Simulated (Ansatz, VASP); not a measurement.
**Two plane-wave programs on SrO**

POSCAR

```
SrO
1.0
    0.0000000000      2.5282944800      2.5282944800
    2.5282944800      0.0000000000      2.5282944800
    2.5282944800      2.5282944800      0.0000000000
Sr O
1 1
Direct
    0.0000000000      0.0000000000      0.0000000000
    0.5000000000      0.5000000000      0.5000000000
```

Contents of INCAR.step1:

```
SYSTEM = SrO
PREC = Accurate
ENCUT = 520
EDIFF = 1E-5
ISMEAR = 0
SIGMA = 0.01
LREAL = .False.
LASPH = .True.
NELM = 80
ALGO = Normal
ISIF = 2
LWAVE = .True.
LCHARG = .False.
NBANDS = 15
GGA = PE
```

File INCAR.step2:

```
SYSTEM = SrO
PREC = Accurate
ENCUT = 520
EDIFF = 1E-7
ISMEAR = 0
SIGMA = 0.01
LREAL = .False.
LASPH = .True.
NELM = 80
ALGO = Normal
ISIF = 2
LWAVE = .False.
LCHARG = .False.
GGA = PE
LHFCALC = .True.
HFSCREEN = 0.2079
PRECFOCK = Normal
NBANDS = 15
ISTART = 1
```

KPOINTS

```
Automatic mesh
0
Gamma
  6 6 6
  0 0 0
```

Input for Ansatz:

```yaml
crystal:
  lattice:
    - [0.0, 2.52829448, 2.52829448]
    - [2.52829448, 0.0, 2.52829448]
    - [2.52829448, 2.52829448, 0.0]
  atoms:
    - { symbol: Sr, position: [0.0, 0.0, 0.0] }
    - { symbol: O, position: [0.5, 0.5, 0.5] }
kpoints:
  mp_grid: { grid: [6, 6, 6] }
  band_path:
    path:
      - [0.0, 0.0, 0.0]
      - [0.5, 0.0, 0.5]
      - [0.625, 0.25, 0.625]
      - [0.375, 0.375, 0.75]
      - [0.5, 0.5, 0.5]
      - [0.5, 0.25, 0.75]
    npoints: 1
hamiltonian:
  xc: hse06
scf:
  occupations: { method: fixed }
  n_extra_bands: 4
output:
  forces: true
  stress: true
  eigenvalues: true
```

Change from the starting cell: hydrostatic strain -2.0%.

Alike in both runs: task single point; functional HSE06; k mesh 6 × 6 × 6; no spin polarisation.

```csv
,VASP,Ansatz
version,VASP 6.6.1,Ansatz 0.2.0
potentials or method,"VASP PAW PBE potentials, release 64 (Sr_sv, O)","plane waves, PAW"
plane-wave cutoff (eV),520,420
occupations,"gaussian, width 0.01 eV",fixed
valence electrons in the cell,16,16
```

Ansatz gave:

```
gap on the k mesh at the Fermi level (eV) : 4.78
pressure (GPa)                            : 6.0
```

Q: Which values does VASP return?

A: gap on the k mesh at the Fermi level (eV): 4.72; pressure (GPa): 6.7.

Ansatz's warnings: stress exchange threshold loose, stress scf threshold loose.
